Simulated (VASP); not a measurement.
# CaSe (Pm-3m) in VASP: a series of runs

The runs below take CaSe through single point, relaxation of cell and atoms, with PBE0, r2SCAN.

All numbers are computed with VASP 6.6.1; they aren't measurements. Logs are shortened: lines on timing, memory, paths and dates and some standing lists are left out, and cuts for length are marked.

## Step 1: The cell of the first run

The structure is cubic, space group Pm-3m (No. 221). Conventional cell: a = 3.635 Å, b = 3.635 Å, c = 3.635 Å, α = 90.00°, β = 90.00°, γ = 90.00°. Ca (site symmetry m-3m) has 8 Se at 3.15 Å and 6 Ca at 3.63 Å within 4.1 Å. Within 4.1 Å of Se (site symmetry m-3m) lie 8 Ca at 3.15 Å and 6 Se at 3.63 Å.

## Step 2: Single point, PBE0

File POSCAR:

```
CaSe
1.0
    3.6347849047      0.0000000000      0.0000000000
    0.0000000000      3.6347849047      0.0000000000
    0.0000000000      0.0000000000      3.6347849047
Ca Se
1 1
Direct
    0.0000000000      0.0000000000      0.0000000000
    0.5000000000      0.5000000000      0.5000000000
```

File INCAR.step1:

```
PREC     = Accurate       # precision mode
ENCUT    = 520            # plane-wave cutoff, eV
EDIFF    = 1E-5           # SCF threshold, eV
ISMEAR   = 0              # smearing method
SIGMA    = 0.01           # smearing width, eV
LREAL    = F              # projectors in reciprocal space
LASPH    = T              # aspherical terms in the spheres
NELM     = 100            # most SCF steps
ALGO     = Normal         # electronic algorithm
ISIF     = 2              # what is computed and relaxed
LWAVE    = T              # write WAVECAR
LCHARG   = F              # write CHGCAR
GGA      = PE             # functional
NBANDS   = 15             # bands
```

File INCAR.step2:

```
PREC     = Accurate       # precision mode
ENCUT    = 520            # plane-wave cutoff, eV
EDIFF    = 1E-6           # SCF threshold, eV
ISMEAR   = 0              # smearing method
SIGMA    = 0.01           # smearing width, eV
LREAL    = F              # projectors in reciprocal space
LASPH    = T              # aspherical terms in the spheres
NELM     = 100            # most SCF steps
ALGO     = Normal         # electronic algorithm
ISIF     = 2              # what is computed and relaxed
LWAVE    = F              # write WAVECAR
LCHARG   = F              # write CHGCAR
GGA      = PE             # functional
LHFCALC  = T              # exact exchange
AEXX     = 0.25           # exact-exchange fraction
PRECFOCK = Normal       
ISTART   = 1            
NBANDS   = 15             # bands
```

File KPOINTS:

```
regular mesh
0
Gamma
  6 6 6
```

Potentials or basis: VASP PAW PBE potentials, release 64 (Ca_sv, Se).

Run with:

```
> cat potpaw_PBE.64/Ca_sv/POTCAR potpaw_PBE.64/Se/POTCAR > POTCAR
> cp INCAR.step1 INCAR
> mpirun -np 1 vasp_std > vasp.out
> cp INCAR.step2 INCAR
> mpirun -np 1 vasp_std > vasp.out
```

OUTCAR:

```text
PREC = Accurate
   ENCUT = 520
   EDIFF = 1E-6
   ISMEAR = 0
   LREAL = F
   LASPH = T
   NELM = 100
   ISIF = 2
   GGA = PE
   LHFCALC = T
   AEXX = 0.25
   PRECFOCK = Normal
   ISTART = 1

 ion  position               nearest neighbor table
   1  0.000  0.000  0.000-
   2  0.500  0.500  0.500-

  LATTYP: Found a simple cubic cell.
 ALAT       =     3.6347849047

  Lattice vectors:

 A1 = (   3.6347849047,   0.0000000000,   0.0000000000)
 A2 = (   0.0000000000,   3.6347849047,   0.0000000000)
 A3 = (   0.0000000000,   0.0000000000,   3.6347849047)

Analysis of symmetry for initial positions (statically):
=====================================================================
 Subroutine PRICEL returns:
 Original cell was already a primitive cell.

 Routine SETGRP: Setting up the symmetry group for a
 simple cubic supercell.

 Subroutine GETGRP returns: Found 48 space group operations
 (whereof 48 operations were pure point group operations)
 out of a pool of 48 trial point group operations.

The static configuration has the point symmetry O_h .

Analysis of symmetry for dynamics (positions and initial velocities):
=====================================================================
 Subroutine PRICEL returns:
 Original cell was already a primitive cell.

 Routine SETGRP: Setting up the symmetry group for a
 simple cubic supercell.

 Subroutine GETGRP returns: Found 48 space group operations
 (whereof 48 operations were pure point group operations)
 out of a pool of 48 trial point group operations.

The dynamic configuration has the point symmetry O_h .

 Subroutine INISYM returns: Found 48 space group operations
 (whereof 48 operations are pure point group operations),
 and found     1 'primitive' translations

----------------------------------------------------------------------------------------

                                     Primitive cell

  volume of cell :      48.0215

  direct lattice vectors                    reciprocal lattice vectors
     3.634784905  0.000000000  0.000000000     0.275119443  0.000000000  0.000000000
     0.000000000  3.634784905  0.000000000     0.000000000  0.275119443  0.000000000
     0.000000000  0.000000000  3.634784905     0.000000000  0.000000000  0.275119443

  length of vectors
     3.634784905  3.634784905  3.634784905     0.275119443  0.275119443  0.275119443

  position of ions in fractional coordinates (direct lattice)
     0.000000000  0.000000000  0.000000000
     0.500000000  0.500000000  0.500000000

  ion indices of the primitive-cell ions
   primitive index   ion index
                 1           1
                 2           2

----------------------------------------------------------------------------------------

 KPOINTS: regular mesh

Automatic generation of k-mesh.
 Grid dimensions read from file:
 generate k-points for:    6    6    6

 Generating k-lattice:

  Cartesian coordinates                     Fractional coordinates (reciprocal lattice)
     0.045853241  0.000000000  0.000000000     0.166666667  0.000000000  0.000000000
     0.000000000  0.045853241  0.000000000     0.000000000  0.166666667  0.000000000
     0.000000000  0.000000000  0.045853241     0.000000000  0.000000000  0.166666667

  Length of vectors
     0.045853241  0.045853241  0.045853241

  Shift w.r.t. Gamma in fractional coordinates (k-lattice)
     0.000000000  0.000000000  0.000000000

 Subroutine IBZKPT returns following result:
 ===========================================

 Found     20 irreducible k-points:

 Following reciprocal coordinates:
            Coordinates               Weight
  0.000000  0.000000  0.000000      1.000000
  0.166667  0.000000  0.000000      6.000000
  0.333333  0.000000  0.000000      6.000000
  0.500000  0.000000  0.000000      3.000000
  0.166667  0.166667  0.000000     12.000000
  0.333333  0.166667  0.000000     24.000000
[... 12 lines left out ...]
  0.500000  0.500000  0.333333      6.000000
  0.500000  0.500000  0.500000      1.000000
   k-points           NKPTS =     20   k-points in BZ     NKDIM =    216   number of bands    NBANDS=     15
   number of dos      NEDOS =    301   number of ions     NIONS =      2
   total plane-waves  NPLWV =  21952
   dimension x,y,z NGX =    28 NGY =   28 NGZ =   28
   dimension x,y,z NGXF=    56 NGYF=   56 NGZF=   56
   ions per type =               1   1
   NGX,Y,Z   is equivalent  to a cutoff of  12.81, 12.81, 12.81 a.u.
   NGXF,Y,Z  is equivalent  to a cutoff of  25.61, 25.61, 25.61 a.u.
 SYSTEM =  unknown system
   PREC   = accura    normal or accurate (medium, high low for compatibility)
   ISTART =      1    job   : 0-new  1-cont  2-samecut
   ICHARG =      0    charge: 1-file 2-atom 10-const
   ISPIN  =      1    spin polarized calculation?
   LNONCOLLINEAR =      F non collinear calculations
   LSORBIT =      F    spin-orbit coupling
   LASPH  =      T    aspherical Exc in radial PAW
   ENCUT  =  520.0 eV  38.22 Ry    6.18 a.u.   6.76  6.76  6.76*2*pi/ulx,y,z
   NELM   =    100;   NELMIN=  2; NELMDL=  0     # of ELM steps
   EDIFF  = 0.1E-05   stopping-criterion for ELM
   LREAL  =      F    real-space projection
   EDIFFG = 0.1E-04   stopping-criterion for IOM
   NSW    =      0    number of steps for IOM
   IBRION =     -1    ionic relax: 0-MD 1-quasi-New 2-CG
   NFREE  =      0    steps in history (QN), initial steepest desc. (CG)
   ISIF   =      2    stress and relaxation
   ISYM   =      3    0-nonsym 1-usesym 2-fastsym
   POTIM  = 0.5000    time-step for ionic-motion
   TEBEG  =    0.0;   TEEND  =   0.0 temperature during run
   PSTRESS=    0.0 pullay stress
   NELECT =      16.0000    total number of electrons
   NUPDOWN=      -1.0000    fix difference up-down
   EMIN   =  10.00;   EMAX   =-10.00  energy-range for DOS
   EFERMI =   0.00;   METHOD = LEGACY
   ISMEAR =     0;   SIGMA  =   0.01  broadening in eV -4-tet -1-fermi 0-gaus
   EFERMI_NEDOS =   21; number of points for ismear=-14 and -15
   IALGO  =     38    algorithm
   IMIX   =      1    mixing-type and parameters
     AMIX     =   0.40;   BMIX     =  1.00
     AMIX_MAG =   1.60;   BMIX_MAG =  1.00
  volume/ion in A,a.u.               =      24.01       162.03
  Fermi-wavevector in a.u.,A,eV,Ry     =   1.134931  2.144709 17.525233  1.288068
  Thomas-Fermi vector in A             =   2.271635
   LORBIT       =      0    0 simple, 1 ext, 2 COOP (PROOUT), +10 PAW based schemes
   GGA     = PE    functional components
   LHFCALC =     T    Hartree Fock is set to
   PRECFOCK=normal    Normal, Fast or Accurate (Low or Medium for compatibility)
   ENCUT4O =  -1.0   cutoff for four orbital integrals eV
   NKREDX  =     1    reduce k-point grid by
   NKREDY  =     1    reduce k-point grid by
   NKREDZ  =     1    reduce k-point grid by
   AEXX    =    0.2500 exact exchange contribution
   HFSCREEN=    0.0000 screening length (either q_TF or 0.3 A-1)
   HFSCREENC=   0.0000 screening length for correlation (either q_TF or 0.3 A-1)
   ENCUTFOCK=  -1.0 apply spherical cutoff to Coloumb kernel
   IVDW    =     0    specifies the selected vdW correction
   LEPSILON=     F    determine dielectric tensor
   LRPA    =     F    only Hartree local field effects (RPA)
 non-spin polarized calculation
 Gauss-broadening in eV      SIGMA  =   0.01
  energy-cutoff  :      520.00
  volume of cell :       48.02
 maximum number of plane-waves:      1328
 NGX is ok and might be reduce to    28
  NGX = 24; NGY = 24; NGZ = 24

 number of electron      16.0000007 magnetization

 Free energy of the ion-electron system (eV)
  ---------------------------------------------------
  ext. energy  EPLUGINS =         0.00000000
  ---------------------------------------------------
  free energy    TOTEN  =       -10.49370603 eV

  energy without entropy =      -10.49370603  energy(sigma->0) =      -10.49370603

 E-fermi :   3.5387     XC(G=0):  -7.5687

 val. band max:        3.4751075643   @ k =   0.5000   0.5000   0.0000
 cond. band min:       5.7136441258   @ k =   0.5000   0.5000   0.0000
 fundamental gap:      2.2385365615
 Fermi energy:         3.5387099153

 k-point     1 :       0.0000    0.0000    0.0000
  band No.  band energies     occupation
      1     -41.2093      2.00000
      2     -20.6597      2.00000
      3     -20.6597      2.00000
      4     -20.6597      2.00000
      5     -10.8843      2.00000
      6       2.4882      2.00000
      7       2.4882      2.00000
      8       2.4882      2.00000
      9       6.1810      0.00000
     10       6.1810      0.00000
     11       7.0338      0.00000
     12      10.0087      0.00000
     13      10.0087      0.00000
     14      10.0087      0.00000
     15      14.7196      0.00000

 k-point     2 :       0.1667    0.0000    0.0000
  band No.  band energies     occupation
      1     -41.2060      2.00000
      2     -20.7094      2.00000
      3     -20.6546      2.00000
      4     -20.6546      2.00000
      5     -10.6970      2.00000
      6       0.8007      2.00000
      7       2.4580      2.00000
      8       2.4580      2.00000
      9       6.4096      0.00000
     10       6.9714      0.00000
     11       8.4895      0.00000
     12      10.0883      0.00000
     13      10.1336      0.00000
     14      10.1336      0.00000
     15      13.8382      0.00000

 k-point     3 :       0.3333    0.0000    0.0000
  band No.  band energies     occupation
      1     -41.1994      2.00000
      2     -20.8071      2.00000
      3     -20.6445      2.00000
      4     -20.6445      2.00000
      5     -10.2784      2.00000
      6      -1.2043      2.00000
      7       2.3901      2.00000
      8       2.3901      2.00000
      9       6.9833      0.00000
     10       8.3785      0.00000
     11      10.2504      0.00000
     12      10.2572      0.00000
     13      10.5701      0.00000
     14      10.5701      0.00000
     15      12.2704      0.00000

 k-point     4 :       0.5000    0.0000    0.0000
  band No.  band energies     occupation
      1     -41.1962      2.00000
      2     -20.8549      2.00000
      3     -20.6393      2.00000
      4     -20.6393      2.00000
      5     -10.0393      2.00000
      6      -2.0021      2.00000
      7       2.3525      2.00000
      8       2.3525      2.00000
      9       7.3766      0.00000
     10       9.6553      0.00000
     11      10.3469      0.00000
     12      10.5017      0.00000
     13      10.9913      0.00000
     14      10.9913      0.00000
     15      11.4729      0.00000
[... 235 lines left out ...]
 k-point    18 :       0.5000    0.3333    0.3333
  band No.  band energies     occupation
      1     -41.1775      2.00000
      2     -20.7933      2.00000
      3     -20.7491      2.00000
      4     -20.7413      2.00000
      5      -9.3854      2.00000
      6      -0.6815      2.00000
      7      -0.0682      2.00000
      8       0.3032      2.00000
      9       7.6381      0.00000
     10       8.1402      0.00000
     11       8.6013      0.00000
     12      11.1333      0.00000
     13      11.4057      0.00000
     14      12.0510      0.00000
     15      12.1110      0.00000

 k-point    19 :       0.5000    0.5000    0.3333
  band No.  band energies     occupation
      1     -41.1745      2.00000
      2     -20.7838      2.00000
      3     -20.7838      2.00000
      4     -20.7376      2.00000
      5      -9.2308      2.00000
      6      -0.5842      2.00000
      7      -0.5842      2.00000
      8       0.1359      2.00000
      9       7.6237      0.00000
     10       8.6580      0.00000
     11       8.6580      0.00000
     12      11.1334      0.00000
     13      11.2744      0.00000
     14      11.7406      0.00000
     15      12.1617      0.00000

 k-point    20 :       0.5000    0.5000    0.5000
  band No.  band energies     occupation
      1     -41.1715      2.00000
      2     -20.7751      2.00000
      3     -20.7751      2.00000
      4     -20.7751      2.00000
      5      -9.0494      2.00000
      6      -0.6083      2.00000
      7      -0.6083      2.00000
      8      -0.6083      2.00000
      9       8.7729      0.00000
     10       8.7729      0.00000
     11       8.7729      0.00000
     12      11.2962      0.00000
     13      11.2962      0.00000
     14      11.5565      0.00000
     15      11.5565      0.00000

------------------------ aborting loop because EDIFF is reached ----------------------------------------

  FORCE on cell =-STRESS in cart. coord.  units (eV):
  Direction    XX          YY          ZZ          XY          YZ          ZX
  --------------------------------------------------------------------------------------
  -------------------------------------------------------------------------------------
  Total        0.0436350      0.0436350      0.0436350     -0.0000000      0.0000000     -0.0000000
  in kB        1.4558245      1.4558245      1.4558245     -0.0000000      0.0000000     -0.0000000
  external PRESSURE =       1.4558245 kB  Pullay stress =       0.0000000 kB

 VOLUME and BASIS-vectors are now :
 -----------------------------------------------------------------------------
  energy-cutoff  :      520.00
  volume of cell :       48.02
      direct lattice vectors                 reciprocal lattice vectors
     3.634784905  0.000000000  0.000000000     0.275119443  0.000000000  0.000000000
     0.000000000  3.634784905  0.000000000     0.000000000  0.275119443  0.000000000
     0.000000000  0.000000000  3.634784905     0.000000000  0.000000000  0.275119443

 POSITION                                       TOTAL-FORCE (eV/Angst)
 -----------------------------------------------------------------------------------
      0.00000      0.00000      0.00000         0.000000      0.000000      0.000000
      1.81739      1.81739      1.81739         0.000000      0.000000      0.000000
 -----------------------------------------------------------------------------------
    total drift:                                0.000000      0.000000      0.000000

  FREE ENERGIE OF THE ION-ELECTRON SYSTEM (eV)
  ---------------------------------------------------
  free  energy   TOTEN  =       -10.4937060270 eV

  energy  without entropy=      -10.4937060270  energy(sigma->0) =      -10.49370603
```

It took 39 min on 1 thread of Intel Xeon Platinum 8375C at 2.90GHz (Ice Lake), shared host; peak memory 0.2 GiB.

Results:

| Quantity | Value |
| --- | --- |
| Free energy | -10.4937 eV |
| Pressure | 0.1 GPa |
| Band gap on the k mesh | 2.24 eV |

Caveat: the structure was generated, so it needn't be the stable form of CaSe; the PAW data sets were made with another functional, which shifts forces and pressure a little.

## Step 3: Relaxation of cell and atoms, r2SCAN

This run uses another cell than the first one, of 24.34 Å³/atom.

File POSCAR:

```
CaSe
1.0
    3.6512355783      0.0000000000      0.0000000000
    0.0000000000      3.6512355783      0.0000000000
    0.0000000000      0.0000000000      3.6512355783
Ca Se
1 1
Direct
    0.0000000000      0.0000000000      0.0000000000
    0.5000000000      0.5000000000      0.5000000000
```

File INCAR.step1:

```
PREC = Accurate ; ENCUT = 600
ISMEAR = -1 ; SIGMA = 0.02
LREAL = F ; LASPH = T
NELM = 80 ; GGA = PE
ALGO = Normal ; EDIFF = 1E-4
LWAVE = T ; LCHARG = F
```

File INCAR.step2:

```
PREC = Accurate ; ENCUT = 600
EDIFF = 1E-6 ; ISMEAR = -1
SIGMA = 0.02 ; LREAL = F
LASPH = T ; NELM = 80
ALGO = Normal ; ISIF = 3
LWAVE = F ; LCHARG = F
METAGGA = R2SCAN ; LMIXTAU = T
IBRION = 2 ; NSW = 80
EDIFFG = -0.005 ; ISTART = 1
```

File KPOINTS:

```
Automatic mesh
0
Gamma
  6 6 6
```

Potentials or basis: VASP PAW PBE potentials, release 64 (Ca_sv, Se).

Run with:

```
> cat potpaw_PBE.64/Ca_sv/POTCAR potpaw_PBE.64/Se/POTCAR > POTCAR
> cp INCAR.step1 INCAR
> mpirun -np 1 vasp_std > vasp.out
> cp INCAR.step2 INCAR
> mpirun -np 1 vasp_std > vasp.out
```

Run time: 4 min. Hardware: 1 thread of Oxide Virtual Turin-like, shared host; peak memory 0.15 GiB.

It converged, with:

- Free energy: -25.2221 eV
- Relaxed volume: 24.10 Å³/atom
- Relaxed cell: a = 3.639 Å, b = 3.639 Å, c = 3.639 Å, α = 90.00°, β = 90.00°, γ = 90.00°
- Space group after relaxing (to 0.1 Å): Pm-3m (No. 221)
- Energy gained by relaxing: 0.4 meV/atom
- Ionic steps: 3
- Pressure after relaxing: 0.0 GPa
- Band gap on the k mesh: 1.24 eV

The path:
```
step  energy change (eV)  largest force (eV/Å)  pressure (GPa)  volume (Å³)
   1              0.0000                0.0000           -0.53        48.68
   2             -0.0008                0.0000            0.10        48.12
   3             -0.0008                0.0000            0.01        48.20
```

Final structure:
```xyz
2
Lattice="3.6394 0.0000 0.0000 0.0000 3.6394 0.0000 0.0000 0.0000 3.6394" Properties=species:S:1:pos:R:3 pbc="T T T"
Ca    0.0000    0.0000    0.0000
Se    1.8197    1.8197    1.8197
```

Levels at points of the mesh, in eV from the valence-band top:
| k point | band 6 | band 7 | band 8 | band 9 | band 10 | band 11 |
| --- | --- | --- | --- | --- | --- | --- |
| (0.00, 0.00, 0.00) | -0.88 | -0.88 | -0.88 | 1.53 | 1.53 | 2.87 |
| (0.50, 0.00, 0.00) | -4.93 | -1.03 | -1.03 | 2.49 | 5.13 | 5.27 |
| (0.50, 0.50, 0.00) | -3.62 | -3.62 | 0.00 | 1.24 | 3.47 | 3.62 |
| (0.50, 0.50, 0.50) | -3.75 | -3.75 | -3.75 | 4.38 | 4.38 | 4.38 |

Caveat: the structure was generated, so it needn't be the stable form of CaSe; the PAW data sets were made with another functional, which shifts forces and pressure a little. A k mesh can miss the band edges.
